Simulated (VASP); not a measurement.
Set up this calculation in VASP 6.6.1, as the native input.

| Quantity | Value |
| --- | --- |
| Task | single point |
| Functional | LDA |
| Potentials or basis | VASP PAW LDA potentials, release 64 (Al, Ru_pv) |
| Cutoff | 520 eV |
| k mesh | 10 × 10 × 10 |
| Occupations | gaussian, width 0.03 eV |
| Spin | no spin polarisation |
| Dipole correction | no |
| Further INCAR settings | ALGO = Fast; EDIFF = 1e-07; NBANDS = 29 |

The structure of Al2Ru lies in POSCAR:

```
Al2Ru
1.0
    0.0000000000      4.1475676131      4.5597339099
    2.1661073955      0.0000000000      4.5597339099
    2.1661073955      4.1475676131      0.0000000000
Al Ru
4 2
Direct
    0.0788992938      0.4211007062      0.0788992938
    0.4211007062      0.0788992938      0.4211007062
    0.1711007062      0.8288992938      0.1711007062
    0.8288992938      0.1711007062      0.8288992938
    0.7500000000      0.7500000000      0.7500000000
    0.5000000000      0.5000000000      0.5000000000
```

One way to write it, as run:

INCAR

```
ALGO = Fast
EDIFF = 1E-7
ENCUT = 520
GGA = CA
ISIF = 2
ISMEAR = 0
LASPH = T
LCHARG = F
LREAL = F
LWAVE = F
NBANDS = 29
NELM = 80
PREC = Accurate
SIGMA = 0.03
```

KPOINTS

```
k-points
0
Gamma
  10 10 10
```

Potentials or basis: VASP PAW LDA potentials, release 64 (Al, Ru_pv).

Run with:

```console
$ cat potpaw_LDA.64/Al/POTCAR potpaw_LDA.64/Ru_pv/POTCAR > POTCAR
$ mpirun -np 1 vasp_std > vasp.out
```

It gave:

| Property | Result |
| --- | --- |
| Pressure | -0.6 GPa |
| Largest force | 0.468 eV/Å |
| Band gap on the k mesh | zero (bands 20 and 21 overlap by 0.73 eV) |

Caveat: the stress differs along the axes, from -13 to 21 GPa.

Wall time 4.7 min on 1 thread of Intel(R) Xeon(R) 6975P-C (Granite Rapids) (shared host), peak memory 0.43 GiB.
